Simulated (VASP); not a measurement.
# MgO in VASP: notebook

MgO is run at these levels: r2SCAN; tasks: single point.

Program: VASP 6.6.1. These are calculated values, not measurements. Logs are shortened: lines on timing, memory, paths and dates and some standing lists are left out, and cuts for length are marked.

### 1 The cell of the first run

It takes space group P6_3/mmc (No. 194, hexagonal). Conventional cell: a = 3.486 Å, b = 3.486 Å, c = 4.178 Å, α = 90.00°, β = 90.00°, γ = 120.00°. Mg (site symmetry -6m2) has 5 O at 2.01 to 2.09 Å within 2.7 Å. O (site symmetry -6m2) has 5 Mg at 2.01 to 2.09 Å within 2.7 Å.

### 2 Single point, r2SCAN

The input, POSCAR:

```
MgO
1.0
    3.4863800000      0.0000000000      0.0000000000
   -1.7431900000      3.0192900000      0.0000000000
    0.0000000000      0.0000000000      4.1780400000
Mg O
2 2
Direct
    0.6666666667      0.3333333333      0.7500000000
    0.3333333333      0.6666666667      0.2500000000
    0.6666666667      0.3333333333      0.2500000000
    0.3333333333      0.6666666667      0.7500000000
```

The input, INCAR.step1:

```
ALGO     = Normal         # electronic algorithm
EDIFF    = 1E-4           # SCF threshold, eV
ENCUT    = 520            # plane-wave cutoff, eV
GGA      = PE             # functional
ISMEAR   = 0              # smearing method
LASPH    = True           # aspherical terms in the spheres
LCHARG   = False          # write CHGCAR
LREAL    = False          # projectors in reciprocal space
LWAVE    = True           # write WAVECAR
NBANDS   = 16             # bands
NELM     = 60             # most SCF steps
PREC     = Accurate       # precision mode
SIGMA    = 0.01           # smearing width, eV
```

The input, INCAR.step2:

```
ALGO     = Normal         # electronic algorithm
EDIFF    = 1E-6           # SCF threshold, eV
ENCUT    = 520            # plane-wave cutoff, eV
ISIF     = 2              # what is computed and relaxed
ISMEAR   = 0              # smearing method
ISTART   = 1            
LASPH    = True           # aspherical terms in the spheres
LCHARG   = True           # write CHGCAR
LELF     = True           # ELF
LMIXTAU  = True         
LREAL    = False          # projectors in reciprocal space
LVHAR    = True         
LWAVE    = False          # write WAVECAR
METAGGA  = R2SCAN         # meta-GGA
NBANDS   = 16             # bands
NELM     = 60             # most SCF steps
PREC     = Accurate       # precision mode
SIGMA    = 0.01           # smearing width, eV
```

The input, KPOINTS:

```
k-points
0
Gamma
  5 5 4
```

Potentials or basis: VASP PAW PBE potentials, release 64 (Mg, O).

Started as:

```
cat potpaw_PBE.64/Mg/POTCAR potpaw_PBE.64/O/POTCAR > POTCAR
cp INCAR.step1 INCAR
mpirun -np 1 vasp_std > vasp.out
cp INCAR.step2 INCAR
mpirun -np 1 vasp_std > vasp.out
```

OUTCAR:

```text
EDIFF = 1E-6
   ENCUT = 520
   ISIF = 2
   ISMEAR = 0
   ISTART = 1
   LASPH = True
   LREAL = False
   METAGGA = R2SCAN
   NELM = 60
   PREC = Accurate

 ion  position               nearest neighbor table
   1  0.667  0.333  0.750-   4 2.01   4 2.01   4 2.01   3 2.09   3 2.09   2 2.90   2 2.90   2 2.90
                             2 2.90   2 2.90   2 2.90
   2  0.333  0.667  0.250-   3 2.01   3 2.01   3 2.01   4 2.09   4 2.09   1 2.90   1 2.90   1 2.90
                             1 2.90   1 2.90   1 2.90
   3  0.667  0.333  0.250-   2 2.01   2 2.01   2 2.01   1 2.09   1 2.09
   4  0.333  0.667  0.750-   1 2.01   1 2.01   1 2.01   2 2.09   2 2.09

  LATTYP: Found a hexagonal cell.
 ALAT       =     3.4863800000
 C/A-ratio  =     1.1983891601

  Lattice vectors:

 A1 = (   3.4863800000,   0.0000000000,   0.0000000000)
 A2 = (  -1.7431900000,   3.0192900000,   0.0000000000)
 A3 = (   0.0000000000,   0.0000000000,   4.1780400000)

Analysis of symmetry for initial positions (statically):
=====================================================================
 Subroutine PRICEL returns:
 Original cell was already a primitive cell.

 Routine SETGRP: Setting up the symmetry group for a
 hexagonal supercell.

 Subroutine GETGRP returns: Found 24 space group operations
 (whereof 12 operations were pure point group operations)
 out of a pool of 24 trial point group operations.

The static configuration has the point symmetry D_3d.
 The point group associated with its full space group is D_6h.

Analysis of symmetry for dynamics (positions and initial velocities):
=====================================================================
 Subroutine PRICEL returns:
 Original cell was already a primitive cell.

 Routine SETGRP: Setting up the symmetry group for a
 hexagonal supercell.

 Subroutine GETGRP returns: Found 24 space group operations
 (whereof 12 operations were pure point group operations)
 out of a pool of 24 trial point group operations.

The dynamic configuration has the point symmetry D_3d.
 The point group associated with its full space group is D_6h.

 Subroutine INISYM returns: Found 24 space group operations
 (whereof 12 operations are pure point group operations),
 and found     1 'primitive' translations

----------------------------------------------------------------------------------------

                                     Primitive cell

  volume of cell :      43.9797

  direct lattice vectors                    reciprocal lattice vectors
     3.486380000  0.000000000  0.000000000     0.286830466  0.165601847  0.000000000
    -1.743190000  3.019290000  0.000000000     0.000000000  0.331203694  0.000000000
     0.000000000  0.000000000  4.178040000     0.000000000  0.000000000  0.239346679

  length of vectors
     3.486380000  3.486376841  4.178040000     0.331203394  0.331203694  0.239346679

  position of ions in fractional coordinates (direct lattice)
     0.666666667  0.333333333  0.750000000
     0.333333333  0.666666667  0.250000000
     0.666666667  0.333333333  0.250000000
     0.333333333  0.666666667  0.750000000

  ion indices of the primitive-cell ions
   primitive index   ion index
                 1           1
                 2           2
                 3           3
                 4           4

----------------------------------------------------------------------------------------

 KPOINTS: k-points

Automatic generation of k-mesh.
 Grid dimensions read from file:
 generate k-points for:    5    5    4

 Generating k-lattice:

  Cartesian coordinates                     Fractional coordinates (reciprocal lattice)
     0.057366093  0.033120369  0.000000000     0.200000000  0.000000000  0.000000000
     0.000000000  0.066240739  0.000000000     0.000000000  0.200000000  0.000000000
     0.000000000  0.000000000  0.059836670     0.000000000  0.000000000  0.250000000

  Length of vectors
     0.066240679  0.066240739  0.059836670

  Shift w.r.t. Gamma in fractional coordinates (k-lattice)
     0.000000000  0.000000000  0.000000000

 Subroutine IBZKPT returns following result:
 ===========================================

 Found     15 irreducible k-points:

 Following reciprocal coordinates:
            Coordinates               Weight
  0.000000  0.000000  0.000000      1.000000
  0.200000 -0.000000  0.000000      6.000000
  0.400000  0.000000  0.000000      6.000000
  0.200000  0.200000  0.000000      6.000000
  0.400000  0.200000  0.000000      6.000000
  0.000000  0.000000  0.250000      2.000000
  0.200000 -0.000000  0.250000     12.000000
  0.400000  0.000000  0.250000     12.000000
  0.200000  0.200000  0.250000     12.000000
  0.400000  0.200000  0.250000     12.000000
  0.000000  0.000000  0.500000      1.000000
  0.200000 -0.000000  0.500000      6.000000
  0.400000  0.000000  0.500000      6.000000
  0.200000  0.200000  0.500000      6.000000
  0.400000  0.200000  0.500000      6.000000
   k-points           NKPTS =     15   k-points in BZ     NKDIM =     15   number of bands    NBANDS=     16
   number of dos      NEDOS =    301   number of ions     NIONS =      4
   total plane-waves  NPLWV =  25088
   dimension x,y,z NGX =    28 NGY =   28 NGZ =   32
   dimension x,y,z NGXF=    56 NGYF=   56 NGZF=   64
   ions per type =               2   2
   NGX,Y,Z   is equivalent  to a cutoff of  13.35, 13.35, 12.73 a.u.
   NGXF,Y,Z  is equivalent  to a cutoff of  26.70, 26.70, 25.47 a.u.
 SYSTEM =  unknown system
   PREC   = accura    normal or accurate (medium, high low for compatibility)
   ISTART =      1    job   : 0-new  1-cont  2-samecut
   ICHARG =      0    charge: 1-file 2-atom 10-const
   ISPIN  =      1    spin polarized calculation?
   LNONCOLLINEAR =      F non collinear calculations
   LSORBIT =      F    spin-orbit coupling
   LASPH  =      T    aspherical Exc in radial PAW
   ENCUT  =  520.0 eV  38.22 Ry    6.18 a.u.   6.48  6.48  7.77*2*pi/ulx,y,z
   NELM   =     60;   NELMIN=  2; NELMDL=  0     # of ELM steps
   EDIFF  = 0.1E-05   stopping-criterion for ELM
   LREAL  =      F    real-space projection
   EDIFFG = 0.1E-04   stopping-criterion for IOM
   NSW    =      0    number of steps for IOM
   IBRION =     -1    ionic relax: 0-MD 1-quasi-New 2-CG
   NFREE  =      0    steps in history (QN), initial steepest desc. (CG)
   ISIF   =      2    stress and relaxation
   ISYM   =      2    0-nonsym 1-usesym 2-fastsym
   POTIM  = 0.5000    time-step for ionic-motion
   TEBEG  =    0.0;   TEEND  =   0.0 temperature during run
   PSTRESS=    0.0 pullay stress
   NELECT =      16.0000    total number of electrons
   NUPDOWN=      -1.0000    fix difference up-down
   EMIN   =  10.00;   EMAX   =-10.00  energy-range for DOS
   EFERMI =   0.00;   METHOD = LEGACY
   ISMEAR =     0;   SIGMA  =   0.01  broadening in eV -4-tet -1-fermi 0-gaus
   EFERMI_NEDOS =   21; number of points for ismear=-14 and -15
   IALGO  =     38    algorithm
   IMIX   =      4    mixing-type and parameters
     AMIX     =   0.40;   BMIX     =  1.00
     AMIX_MAG =   1.60;   BMIX_MAG =  1.00
  volume/ion in A,a.u.               =      10.99        74.20
  Fermi-wavevector in a.u.,A,eV,Ry     =   1.168685  2.208494 18.583170  1.365824
  Thomas-Fermi vector in A             =   2.305168
   LORBIT       =      0    0 simple, 1 ext, 2 COOP (PROOUT), +10 PAW based schemes
   METAGGA = R2SCAN    functional components
   LHFCALC =     F    Hartree Fock is set to
   AEXX    =    0.0000 exact exchange contribution
   IVDW    =     0    specifies the selected vdW correction
   LEPSILON=     F    determine dielectric tensor
   LRPA    =     F    only Hartree local field effects (RPA)
 non-spin polarized calculation
 Gauss-broadening in eV      SIGMA  =   0.01
  energy-cutoff  :      520.00
  volume of cell :       43.98
 maximum number of plane-waves:      1204
 NGX is ok and might be reduce to    28
   NGX = 13   NGY = 13   NGZ = 15

 number of electron      15.9999999 magnetization

 Free energy of the ion-electron system (eV)
  ---------------------------------------------------
  ext. energy  EPLUGINS =         0.00000000
  ---------------------------------------------------
  free energy    TOTEN  =       -32.06972478 eV

  energy without entropy =      -32.06972478  energy(sigma->0) =      -32.06972478

 E-fermi :   1.6676     XC(G=0): -10.5623

 val. band max:        1.5944277128   @ k =   0.0000   0.0000   0.0000
 cond. band min:       5.6786781215   @ k =   0.0000   0.0000   0.0000
 fundamental gap:      4.0842504087
 Fermi energy:         1.6676346824

 k-point     1 :       0.0000    0.0000    0.0000
  band No.  band energies     occupation
      1     -16.2968      2.00000
      2     -14.9285      2.00000
      3      -2.0801      2.00000
      4      -0.1734      2.00000
      5      -0.1734      2.00000
      6       0.7638      2.00000
[... 8 lines left out ...]
     15      18.3050      0.00000
     16      18.4078      0.00000

 k-point     2 :       0.2000   -0.0000    0.0000
  band No.  band energies     occupation
      1     -16.1139      2.00000
      2     -14.9676      2.00000
      3      -1.7730      2.00000
      4      -0.7907      2.00000
      5      -0.4316      2.00000
      6       0.1413      2.00000
[... 8 lines left out ...]
     15      16.9994      0.00000
     16      17.4069      0.00000

 k-point     3 :       0.4000    0.0000    0.0000
  band No.  band energies     occupation
      1     -15.7213      2.00000
      2     -15.1215      2.00000
      3      -1.8140      2.00000
      4      -1.0276      2.00000
      5      -0.7411      2.00000
      6      -0.3052      2.00000
[... 8 lines left out ...]
     15      17.1230      0.00000
     16      17.4924      0.00000
[... 191 lines left out ...]
 k-point    14 :       0.2000    0.2000    0.5000
  band No.  band energies     occupation
      1     -15.3976      2.00000
      2     -15.3976      2.00000
      3      -1.9485      2.00000
      4      -1.9485      2.00000
      5      -0.2526      2.00000
      6      -0.2526      2.00000
[... 8 lines left out ...]
     15      18.5885      0.00000
     16      18.5885      0.00000

 k-point    15 :       0.4000    0.2000    0.5000
  band No.  band energies     occupation
      1     -15.3198      2.00000
      2     -15.3198      2.00000
      3      -2.1203      2.00000
      4      -2.1203      2.00000
      5      -0.6177      2.00000
      6      -0.6177      2.00000
[... 8 lines left out ...]
     15      19.1928      0.00000
     16      19.1928      0.00000

------------------------ aborting loop because EDIFF is reached ----------------------------------------

  FORCE on cell =-STRESS in cart. coord.  units (eV):
  Direction    XX          YY          ZZ          XY          YZ          ZX
  --------------------------------------------------------------------------------------
  -------------------------------------------------------------------------------------
  Total       -0.2048568     -0.2048563     -0.1620270      0.0000000      0.0000000      0.0000000
  in kB       -7.4629207     -7.4629027     -5.9026322      0.0000000      0.0000000      0.0000000
  external PRESSURE =      -6.9428185 kB  Pullay stress =       0.0000000 kB

 VOLUME and BASIS-vectors are now :
 -----------------------------------------------------------------------------
  energy-cutoff  :      520.00
  volume of cell :       43.98
      direct lattice vectors                 reciprocal lattice vectors
     3.486380000  0.000000000  0.000000000     0.286830466  0.165601847  0.000000000
    -1.743190000  3.019290000  0.000000000     0.000000000  0.331203694  0.000000000
     0.000000000  0.000000000  4.178040000     0.000000000  0.000000000  0.239346679

 POSITION                                       TOTAL-FORCE (eV/Angst)
 -----------------------------------------------------------------------------------
      1.74319      1.00643      3.13353         0.000000     -0.000000      0.000000
     -0.00000      2.01286      1.04451         0.000000     -0.000000      0.000000
      1.74319      1.00643      1.04451         0.000000      0.000000      0.000000
     -0.00000      2.01286      3.13353        -0.000000      0.000000      0.000000
 -----------------------------------------------------------------------------------
    total drift:                               -0.000000      0.000000     -0.000000

  FREE ENERGIE OF THE ION-ELECTRON SYSTEM (eV)
  ---------------------------------------------------
  free  energy   TOTEN  =       -32.0697247804 eV

  energy  without entropy=      -32.0697247804  energy(sigma->0) =      -32.06972478
```

Wall time 92 s (1 thread of Intel Xeon 8259CL, shared host); peak memory 0.17 GiB.

What came out:

```yaml
Free_energy: -32.0697 eV
Pressure: -0.7 GPa
Band_gap_on_the_k_mesh: 4.08 eV
```

Stress tensor (GPa, compression positive):
```
-0.75  0.00  0.00
 0.00 -0.75  0.00
 0.00  0.00 -0.59
```

Caveat: the PAW data sets were made with another functional, which shifts forces and pressure a little.

### 3 Single point, r2SCAN

POSCAR: that of step 2 with these lines changed.

```diff
@@ -10,3 +10,3 @@
     0.3333333333      0.6666666667      0.2500000000
-    0.6666666667      0.3333333333      0.2500000000
+    0.6724032760      0.3333333333      0.2500000000
     0.3333333333      0.6666666667      0.7500000000
```

The input, INCAR.step1:

```
PREC     = Accurate       # precision mode
ENCUT    = 520            # plane-wave cutoff, eV
ISMEAR   = 0              # smearing method
SIGMA    = 0.01           # smearing width, eV
LREAL    = F              # projectors in reciprocal space
LASPH    = T              # aspherical terms in the spheres
NELM     = 100            # most SCF steps
NBANDS   = 16             # bands
GGA      = PE             # functional
ALGO     = Normal         # electronic algorithm
EDIFF    = 1E-4           # SCF threshold, eV
LWAVE    = T              # write WAVECAR
LCHARG   = F              # write CHGCAR
```

The input, INCAR.step2:

```
PREC     = Accurate       # precision mode
ENCUT    = 520            # plane-wave cutoff, eV
EDIFF    = 1E-6           # SCF threshold, eV
ISMEAR   = 0              # smearing method
SIGMA    = 0.01           # smearing width, eV
LREAL    = F              # projectors in reciprocal space
LASPH    = T              # aspherical terms in the spheres
NELM     = 100            # most SCF steps
ALGO     = Normal         # electronic algorithm
ISIF     = 2              # what is computed and relaxed
LWAVE    = F              # write WAVECAR
LCHARG   = T              # write CHGCAR
METAGGA  = R2SCAN         # meta-GGA
LMIXTAU  = T            
LELF     = T              # ELF
LVHAR    = T            
NBANDS   = 16             # bands
ISTART   = 1
```

The input, KPOINTS:

```
Automatic mesh
0
Gamma
  5 5 4
```

Potentials or basis: VASP PAW PBE potentials, release 64 (Mg, O).

Started as:

```
cat potpaw_PBE.64/Mg/POTCAR potpaw_PBE.64/O/POTCAR > POTCAR
cp INCAR.step1 INCAR
mpirun -np 1 vasp_std > vasp.out
cp INCAR.step2 INCAR
mpirun -np 1 vasp_std > vasp.out
```

It took 2.4 min on 1 thread of Intel Xeon 8259CL, shared host; peak memory 0.18 GiB.

The run converged. Its results:

```yaml
Free_energy: -32.0675 eV
Pressure: -0.7 GPa
Largest_force: 0.221 eV/Å
Band_gap_on_the_k_mesh: 4.08 eV
```

Forces on the atoms (eV/Å):
```
Mg   0.034  0.000  0.000
Mg   0.150  0.006  0.000
O   -0.221 -0.007  0.000
O    0.037  0.001  0.000
```

Stress tensor (GPa, compression positive):
```
-0.71  0.67  0.00
 0.67 -0.73  0.00
 0.00  0.00 -0.59
```

Levels at points of the mesh, in eV from the valence-band top:
```csv
k point,band 4,band 5,band 6,band 7,band 8,band 9,band 10,band 11,band 12,band 13
"(0.00, 0.00, 0.00)",-1.79,-1.75,-0.84,-0.82,0.00,4.08,10.40,13.19,13.40,13.52
"(0.00, 0.00, 0.50)",-2.41,-1.33,-1.32,-1.32,-1.30,7.14,7.14,13.82,13.83,13.84
```

Caveat: the PAW data sets were made with another functional, which shifts forces and pressure a little.
